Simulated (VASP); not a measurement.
Here is a VASP 6.6.1 calculation.

The input INCAR:

```
PREC = Accurate
ENCUT = 520
EDIFF = 1E-6
ISMEAR = -1
SIGMA = 0.05
LREAL = False
LASPH = True
NELM = 80
ALGO = Normal
ISIF = 2
LWAVE = False
LCHARG = False
GGA = PS
NBANDS = 14
```

KPOINTS

```
regular mesh
0
Gamma
  17 17 17
```

The input POSCAR:

```
TiB
1.0
    0.0000000000      2.4534163122      2.4534163122
    2.4534163122      0.0000000000      2.4534163122
    2.4534163122      2.4534163122      0.0000000000
Ti B
1 1
Direct
    0.2500000000      0.2500000000      0.2500000000
    0.0000000000      0.0000000000      0.0000000000
```

Potentials or basis: VASP PAW PBE potentials, release 64 (Ti_sv, B).

The run is started by

```bash
$ cat potpaw_PBE.64/Ti_sv/POTCAR potpaw_PBE.64/B/POTCAR > POTCAR
$ mpirun -np 1 vasp_std > vasp.out
```

Task: Estimate the pressure.

Result: 0.0 GPa.

Caveat: the PAW data sets were made with another functional, which shifts forces and pressure a little.
